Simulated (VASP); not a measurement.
Runs of VASP 6.6.1 on CdS. The structure is that of space group Fm-3m (No. 225), or close to it. The cells are those of the table. 

```tsv
potentials or basis	cell	cutoff (eV)	second run	gap on the mesh (eV)	pressure (GPa)
VASP PAW LDA potentials, release 64 (Cd_sv_GW, S)	a = 3.626 Å, angles 60.0°, 2 atoms	540	valence_matched	none	13.7
VASP PAW LDA potentials, release 64 (Cd, S)	a = 3.750 Å, angles 60.0°, 2 atoms	520	-	none	2.8
VASP PAW LDA potentials, release 64 (Cd, S)	a = 3.776 Å, angles 60.0°, 2 atoms	520	-	none	(a)
VASP PAW LDA potentials, release 64 (Cd, S)	a = 3.667 Å, angles 60.0°, 2 atoms	520	-	none	(b)
VASP PAW LDA potentials, release 64 (Cd, S)	a = 3.626 Å, angles 60.0°, 2 atoms	520	-	none	16.3
```

Alike in all rows: task single point; level LDA; no spin polarisation; k mesh 16 × 16 × 16; smearing fermi-dirac 0.08 eV.

**Question.** Fill in the values left out.

**Answer.** (a) 0.7; (b) 11.1.

A k mesh can miss the band edges, and the runs leave out spin-orbit coupling on Cd.

A gap of «none» marks levels without a gap at the run's occupations.

The runs don't all hold the same shells in valence.
